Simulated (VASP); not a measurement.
# TaN (P1) in VASP: notebook

The runs below take TaN through single point, with LDA.

Program: VASP 6.6.1. These are calculated values, not measurements. Logs are shortened: lines on timing, memory, paths and dates and some standing lists are left out, and cuts for length are marked.

## (1) The cell of the first run

The typed cell holds 8 atoms: a = 3.104 Å, b = 3.104 Å, c = 12.385 Å, α = 76.72°, β = 79.78°, γ = 60.00°.

## (2) Single point, LDA

The input, INCAR:

```
SYSTEM = TaN
ALGO = Fast
EDIFF = 1E-6
ENCUT = 520
ISIF = 2
ISMEAR = 0
LASPH = .TRUE.
LCHARG = .FALSE.
LREAL = .FALSE.
LWAVE = .FALSE.
NBANDS = 42
NELM = 100
PREC = Accurate
SIGMA = 0.15
```

The input, KPOINTS:

```
k-points
0
G
  14 14 4
  0 0 0
```

The input, POSCAR:

```
TaN
1.0
   -3.1035877079      0.0000000000      0.0000000000
   -1.5517938539     -2.6877857979      0.0000000000
   -2.1983746264     -2.0158393485     12.0200957435
Ta N
4 4
Direct
    0.0271249488     -0.3556355318      0.9186251535
    0.1937916155      0.0193644682      0.4186251535
    0.6104582822      0.5401978015      0.1686251535
    0.4437916155      0.1651978015      0.6686251535
    0.3062083845      0.2723021985      0.0813748465
    0.1395417178     -0.1026978015      0.5813748465
    0.5562083845      0.4181355318      0.3313748465
    0.3895417178      0.0431355318      0.8313748465
```

Potentials or basis: VASP PAW LDA potentials, release 64 (Ta_pv, N).

Launch:

```
$ cat potpaw_LDA.64/Ta_pv/POTCAR potpaw_LDA.64/N/POTCAR > POTCAR
$ mpirun -np 1 vasp_std > vasp.out
```

OUTCAR:

```text
SYSTEM = TaN
   EDIFF = 1E-6
   ENCUT = 520
   ISIF = 2
   ISMEAR = 0
   LASPH = .TRUE.
   LREAL = .FALSE.
   NELM = 100
   PREC = Accurate

 ion  position               nearest neighbor table
   1  0.027  0.644  0.919-   8 2.08   8 2.08   8 2.08   5 2.17   3 3.15   4 3.50   4 3.50   4 3.50

   2  0.194  0.019  0.419-   6 1.96   7 2.08   7 2.08   7 2.08   4 3.50   3 3.50   3 3.50   4 3.50
                             4 3.50   3 3.50
   3  0.610  0.540  0.169-   7 1.96   5 2.08   5 2.08   5 2.08   1 3.15   2 3.50   2 3.50   2 3.50

   4  0.444  0.165  0.669-   8 1.96   6 2.08   6 2.08   6 2.08   2 3.50   1 3.50   1 3.50   2 3.50
                             2 3.50   1 3.50
   5  0.306  0.272  0.081-   3 2.08   3 2.08   3 2.08   1 2.17
   6  0.140  0.897  0.581-   2 1.96   4 2.08   4 2.08   4 2.08
   7  0.556  0.418  0.331-   3 1.96   2 2.08   2 2.08   2 2.08
   8  0.390  0.043  0.831-   4 1.96   1 2.08   1 2.08   1 2.08

  LATTYP: Found a triclinic cell.
 ALAT       =     3.1035877079
 B/A-ratio  =     1.7320508076
 C/A-ratio  =     3.9378706478
 COS(alpha) =     0.0183268548
 COS(beta)  =     0.1058101456
 COS(gamma) =     0.8660254038

  Lattice vectors:

 A1 = (   1.5517938539,   2.6877857979,   0.0000000000)
 A2 = (   4.6553815618,   2.6877857979,   0.0000000000)
 A3 = (  -0.9052130815,   2.0158393485, -12.0200957435)

Analysis of symmetry for initial positions (statically):
=====================================================================
 Subroutine PRICEL returns:
 Original cell was already a primitive cell.

 Routine SETGRP: Setting up the symmetry group for a
 triclinic supercell.

 Subroutine GETGRP returns: Found  1 space group operations
 (whereof  1 operations were pure point group operations)
 out of a pool of  2 trial point group operations.

The static configuration has the point symmetry C_1 .

Analysis of symmetry for dynamics (positions and initial velocities):
=====================================================================
 Subroutine PRICEL returns:
 Original cell was already a primitive cell.

 Routine SETGRP: Setting up the symmetry group for a
 triclinic supercell.

 Subroutine GETGRP returns: Found  1 space group operations
 (whereof  1 operations were pure point group operations)
 out of a pool of  2 trial point group operations.

The dynamic configuration has the point symmetry C_1 .

 Subroutine INISYM returns: Found  1 space group operations
 (whereof  1 operations are pure point group operations),
 and found     1 'primitive' translations

----------------------------------------------------------------------------------------

                                     Primitive cell

  volume of cell :     100.2690

  direct lattice vectors                    reciprocal lattice vectors
    -3.103587708  0.000000000  0.000000000    -0.322207746  0.186026729 -0.027731338
    -1.551793854 -2.687785798  0.000000000     0.000000000 -0.372053458 -0.062395510
    -2.198374626 -2.015839349 12.020095744     0.000000000  0.000000000  0.083194013

  length of vectors
     3.103587708  3.103587708 12.384634066     0.373085516  0.377249221  0.083194013

  position of ions in fractional coordinates (direct lattice)
     0.027124949  0.644364468  0.918625154
     0.193791615  0.019364468  0.418625154
     0.610458282  0.540197801  0.168625154
     0.443791615  0.165197801  0.668625154
     0.306208385  0.272302199  0.081374846
     0.139541718  0.897302199  0.581374846
     0.556208385  0.418135532  0.331374846
     0.389541718  0.043135532  0.831374846

  ion indices of the primitive-cell ions
   primitive index   ion index
                 1           1
                 2           2
                 3           3
                 4           4
                 5           5
                 6           6
                 7           7
                 8           8

----------------------------------------------------------------------------------------

 KPOINTS: k-points

Automatic generation of k-mesh.
 Grid dimensions read from file:
 generate k-points for:   14   14    4

 Generating k-lattice:

  Cartesian coordinates                     Fractional coordinates (reciprocal lattice)
    -0.023014839  0.013287623 -0.001980810     0.071428571 -0.000000000 -0.000000000
     0.000000000 -0.026575247 -0.004456822     0.000000000  0.071428571  0.000000000
     0.000000000  0.000000000  0.020798503     0.000000000  0.000000000  0.250000000

  Length of vectors
     0.026648965  0.026946373  0.020798503

  Shift w.r.t. Gamma in fractional coordinates (k-lattice)
     0.000000000  0.000000000  0.000000000

 Subroutine IBZKPT returns following result:
 ===========================================

 Found    396 irreducible k-points:

 Following reciprocal coordinates:
            Coordinates               Weight
  0.000000  0.000000  0.000000      1.000000
  0.071429  0.000000 -0.000000      2.000000
  0.142857 -0.000000 -0.000000      2.000000
  0.214286  0.000000 -0.000000      2.000000
  0.285714  0.000000 -0.000000      2.000000
  0.357143  0.000000 -0.000000      2.000000
[... 16 lines left out ...]
  0.000000  0.142857  0.000000      2.000000
  0.071429  0.142857  0.000000      2.000000
 [... further k-points ...]
   k-points           NKPTS =    396   k-points in BZ     NKDIM =    396   number of bands    NBANDS=     42
   number of dos      NEDOS =    301   number of ions     NIONS =      8
   total plane-waves  NPLWV =  55296
   dimension x,y,z NGX =    24 NGY =   24 NGZ =   96
   dimension x,y,z NGXF=    48 NGYF=   48 NGZF=  192
   ions per type =               4   4
   NGX,Y,Z   is equivalent  to a cutoff of  12.86, 12.86, 12.89 a.u.
   NGXF,Y,Z  is equivalent  to a cutoff of  25.71, 25.71, 25.77 a.u.
 SYSTEM =  TaN
   PREC   = accura    normal or accurate (medium, high low for compatibility)
   ISTART =      0    job   : 0-new  1-cont  2-samecut
   ICHARG =      2    charge: 1-file 2-atom 10-const
   ISPIN  =      1    spin polarized calculation?
   LNONCOLLINEAR =      F non collinear calculations
   LSORBIT =      F    spin-orbit coupling
   LASPH  =      T    aspherical Exc in radial PAW
   ENCUT  =  520.0 eV  38.22 Ry    6.18 a.u.   5.77  5.77 23.03*2*pi/ulx,y,z
   NELM   =    100;   NELMIN=  2; NELMDL= -5     # of ELM steps
   EDIFF  = 0.1E-05   stopping-criterion for ELM
   LREAL  =      F    real-space projection
[... 7 lines left out ...]
   TEBEG  =    0.0;   TEEND  =   0.0 temperature during run
   PSTRESS=    0.0 pullay stress
   NELECT =      64.0000    total number of electrons
   NUPDOWN=      -1.0000    fix difference up-down
   EMIN   =  10.00;   EMAX   =-10.00  energy-range for DOS
   EFERMI =   0.00;   METHOD = LEGACY
   ISMEAR =     0;   SIGMA  =   0.15  broadening in eV -4-tet -1-fermi 0-gaus
   EFERMI_NEDOS =   21; number of points for ismear=-14 and -15
   IALGO  =     68    algorithm
   IMIX   =      4    mixing-type and parameters
     AMIX     =   0.40;   BMIX     =  1.00
     AMIX_MAG =   1.60;   BMIX_MAG =  1.00
  volume/ion in A,a.u.               =      12.53        84.58
  Fermi-wavevector in a.u.,A,eV,Ry     =   1.409546  2.663656 27.032330  1.986820
  Thomas-Fermi vector in A             =   2.531591
   LORBIT       =      0    0 simple, 1 ext, 2 COOP (PROOUT), +10 PAW based schemes
   GGA     = CA    functional components
   LHFCALC =     F    Hartree Fock is set to
   AEXX    =    0.0000 exact exchange contribution
   IVDW    =     0    specifies the selected vdW correction
   LEPSILON=     F    determine dielectric tensor
   LRPA    =     F    only Hartree local field effects (RPA)
 non-spin polarized calculation
 RMM-DIIS sequential band-by-band and
 Gauss-broadening in eV      SIGMA  =   0.15
  energy-cutoff  :      520.00
  volume of cell :      100.27
 maximum number of plane-waves:      2719
   NGX = 11   NGY = 11   NGZ = 45

 number of electron      64.0000003 magnetization

 Free energy of the ion-electron system (eV)
  ---------------------------------------------------
  ext. energy  EPLUGINS =         0.00000000
  ---------------------------------------------------
  free energy    TOTEN  =       -94.56199587 eV

  energy without entropy =      -94.53982606  energy(sigma->0) =      -94.55091097

 E-fermi :   6.7268     XC(G=0): -12.6062

 val. band max:        6.7259000175   @ k =  -0.0714   0.0000   0.2500
 cond. band min:       6.7270759623   @ k =   0.2143  -0.2857   0.2500
 fundamental gap:      0.0011759448
 Fermi energy:         6.7267717955

 k-point     1 :       0.0000    0.0000    0.0000
  band No.  band energies     occupation
      1     -28.7196      2.00000
      2     -28.5161      2.00000
      3     -28.4076      2.00000
      4     -28.2318      2.00000
      5     -28.2126      2.00000
      6     -28.1612      2.00000
[... 34 lines left out ...]
     41       9.8704      0.00000
     42      10.3811      0.00000

 k-point     2 :       0.0714    0.0000   -0.0000
  band No.  band energies     occupation
      1     -28.7113      2.00000
      2     -28.5116      2.00000
      3     -28.4036      2.00000
      4     -28.2354      2.00000
      5     -28.2211      2.00000
      6     -28.1873      2.00000
[... 34 lines left out ...]
     41       9.4668      0.00000
     42      10.2298      0.00000

 k-point     3 :       0.1429   -0.0000   -0.0000
  band No.  band energies     occupation
      1     -28.6880      2.00000
      2     -28.4991      2.00000
      3     -28.3970      2.00000
      4     -28.2880      2.00000
      5     -28.2504      2.00000
      6     -28.2080      2.00000
[... 897 lines left out ...]
      4     -28.3302      2.00000
      5     -28.2258      2.00000
      6     -28.1874      2.00000
[... 34 lines left out ...]
     41       9.7891      0.00000
     42      10.3616      0.00000

 k-point    24 :       0.0714    0.1429    0.0000
  band No.  band energies     occupation
      1     -28.6959      2.00000
      2     -28.5101      2.00000
      3     -28.3918      2.00000
      4     -28.3073      2.00000
      5     -28.2226      2.00000
      6     -28.1831      2.00000
[... 34 lines left out ...]
     41       9.7366      0.00000
     42      10.2756      0.00000

 [... further k-points ...]

------------------------ aborting loop because EDIFF is reached ----------------------------------------

  FORCE on cell =-STRESS in cart. coord.  units (eV):
  Direction    XX          YY          ZZ          XY          YZ          ZX
  --------------------------------------------------------------------------------------
  -------------------------------------------------------------------------------------
  Total       -1.0032263     -1.2706027     -0.5743856      0.7197871     -0.7812553      0.9100403
  in kB      -16.0303462    -20.3026983     -9.1779892     11.5013297    -12.4835167     14.5413461
  external PRESSURE =     -15.1703446 kB  Pullay stress =       0.0000000 kB

 VOLUME and BASIS-vectors are now :
 -----------------------------------------------------------------------------
  energy-cutoff  :      520.00
  volume of cell :      100.27
      direct lattice vectors                 reciprocal lattice vectors
    -3.103587708  0.000000000  0.000000000    -0.322207746  0.186026729 -0.027731338
    -1.551793854 -2.687785798  0.000000000     0.000000000 -0.372053458 -0.062395510
    -2.198374626 -2.015839349 12.020095744     0.000000000  0.000000000  0.083194013

 POSITION                                       TOTAL-FORCE (eV/Angst)
 -----------------------------------------------------------------------------------
     -3.10359     -3.58371     11.04196        -1.084817      0.833747      0.758953
     -1.55179     -0.89593      5.03191        -0.049838      0.019328     -0.022640
     -3.10359     -1.79186      2.02689        -0.009334     -0.115728      0.393947
     -3.10359     -1.79186      8.03694        -0.022779     -0.003586     -0.004640
     -1.55179     -0.89593      0.97813         0.762543     -0.379862     -1.919428
     -3.10359     -3.58371      6.98818         0.011565     -0.006338     -0.075430
     -3.10359     -1.79186      3.98316         0.028341     -0.029827      0.245779
     -3.10359     -1.79186      9.99321         0.364317     -0.317735      0.623460
 -----------------------------------------------------------------------------------
    total drift:                                0.000093     -0.000368      0.000158

  FREE ENERGIE OF THE ION-ELECTRON SYSTEM (eV)
  ---------------------------------------------------
  free  energy   TOTEN  =       -94.5619958714 eV

  energy  without entropy=      -94.5398260588  energy(sigma->0) =      -94.55091097
```

It took 59 min on 1 thread of Oxide Virtual Turin-like, shared host; peak memory 1.1 GiB.

Results:

```yaml
Free_energy: -94.5620 eV
Pressure: -1.5 GPa
Largest_force: 2.100 eV/Å
Band_gap_on_the_k_mesh: zero (bands 32 and 33 overlap by 0.44 eV)
```

Forces on the atoms (eV/Å):
```
Ta  -1.085  0.834  0.759
Ta  -0.050  0.019 -0.023
Ta  -0.009 -0.116  0.394
Ta  -0.023 -0.004 -0.005
N    0.763 -0.380 -1.919
N    0.012 -0.006 -0.075
N    0.028 -0.030  0.246
N    0.364 -0.318  0.623
```

Levels at points of the mesh, in eV from the Fermi level:
| k point | band 29 | band 30 | band 31 | band 32 | band 33 | band 34 | band 35 | band 36 |
| --- | --- | --- | --- | --- | --- | --- | --- | --- |
| (0.00, 0.00, 0.00) | -0.63 | -0.29 | 0.12 | 0.17 | 0.34 | 0.45 | 0.73 | 0.93 |
| (0.50, 0.00, 0.00) | -2.19 | -1.08 | -0.62 | -0.26 | 1.27 | 1.56 | 1.67 | 2.15 |
| (0.00, 0.50, 0.00) | -1.94 | -1.48 | -0.56 | -0.40 | 1.27 | 1.35 | 1.94 | 2.16 |
| (0.50, 0.50, 0.00) | -2.06 | -1.39 | -0.69 | -0.40 | 1.28 | 1.34 | 1.71 | 2.18 |
| (0.00, 0.00, 0.50) | -0.31 | -0.24 | -0.18 | 0.12 | 0.28 | 0.48 | 0.67 | 0.72 |
| (0.50, 0.00, 0.50) | -1.98 | -1.51 | -0.49 | -0.22 | 1.25 | 1.56 | 1.81 | 2.18 |
| (0.00, 0.50, 0.50) | -2.16 | -1.14 | -0.70 | -0.37 | 1.26 | 1.52 | 1.67 | 2.29 |
| (0.50, 0.50, 0.50) | -2.04 | -1.36 | -0.70 | -0.40 | 1.25 | 1.35 | 1.77 | 2.21 |

Caveat: spin-orbit coupling is left out, which moves the levels of the heavy elements; forces of over 1 eV/Å act on the atoms, so gaps and moduli don't describe the material at rest.

## (3) Single point, LDA

This run uses another cell than the first one, of the same volume but with other edges.

The input, INCAR:

```
ALGO = Fast ; EDIFF = 1E-6
ENCUT = 520 ; ISIF = 2
ISMEAR = 0 ; LASPH = True
LCHARG = True ; LELF = True
LREAL = False ; LVHAR = True
LWAVE = False ; NBANDS = 42
NELM = 100 ; PREC = Accurate
SIGMA = 0.15
```

The input, KPOINTS:

```
k-points
0
Gamma
  14 14 4
```

The input, POSCAR:

```
TaN
1.0
   -3.1035877079      0.0000000000      0.0000000000
   -1.5517938539     -2.6877857979      0.0000000000
   -0.3879484635     -0.6719464495     12.0200957435
Ta N
4 4
Direct
    0.3333333333      0.1036770450      0.9186251535
    0.3333333333      0.2286770450      0.4186251535
    0.6666666667      0.6245103783      0.1686251535
    0.6666666667      0.4995103783      0.6686251535
    0.3333333333      0.3129896217      0.0813748465
    0.3333333333      0.1879896217      0.5813748465
    0.6666666667      0.5838229550      0.3313748465
    0.6666666667      0.4588229550      0.8313748465
```

Potentials or basis: VASP PAW LDA potentials, release 64 (Ta_pv, N).

Launch:

```
$ cat potpaw_LDA.64/Ta_pv/POTCAR potpaw_LDA.64/N/POTCAR > POTCAR
$ mpirun -np 1 vasp_std > vasp.out
```

It took 45 min on 1 thread of Oxide Virtual Turin-like, shared host; peak memory 1.1 GiB.

Results (log left out):

| Item | Value |
| --- | --- |
| Free energy | -94.7360 eV |
| Pressure | -1.0 GPa |
| Largest force | 1.789 eV/Å |
| Band gap on the k mesh | zero (bands 32 and 33 overlap by 0.42 eV) |

Forces on the atoms (eV/Å):
```
Ta  -0.479 -1.244  0.856
Ta  -0.003 -0.035 -0.047
Ta   0.161  0.127  0.172
Ta   0.010 -0.011  0.063
N    0.044  0.679 -1.654
N    0.003  0.013 -0.069
N    0.027  0.027  0.205
N    0.237  0.445  0.474
```

Stress tensor (GPa, compression positive):
```
-0.14 -0.80  0.73
-0.80 -1.14  1.83
 0.73  1.83 -1.62
```

Levels at points of the mesh, in eV from the Fermi level:
```
           k point  band 30  band 31  band 32  band 33  band 34  band 35
(0.00, 0.00, 0.00)    -0.42     0.11     0.13     0.34     0.43     0.78
(0.50, 0.00, 0.00)    -1.25    -0.71    -0.43     1.22     1.34     1.68
(0.00, 0.50, 0.00)    -1.07    -0.65    -0.32     1.29     1.41     1.61
(0.50, 0.50, 0.00)    -1.04    -0.76    -0.40     1.20     1.57     1.71
(0.00, 0.00, 0.50)    -0.27    -0.21     0.06     0.28     0.40     0.49
(0.50, 0.00, 0.50)    -1.42    -0.67    -0.41     1.22     1.29     1.78
(0.00, 0.50, 0.50)    -1.49    -0.51    -0.29     1.24     1.43     1.75
(0.50, 0.50, 0.50)    -1.61    -0.55    -0.43     1.20     1.34     2.11
```

Caveat: spin-orbit coupling is left out, which moves the levels of the heavy elements; forces of over 1 eV/Å act on the atoms, so gaps and moduli don't describe the material at rest.

[end of part 1 of 3]
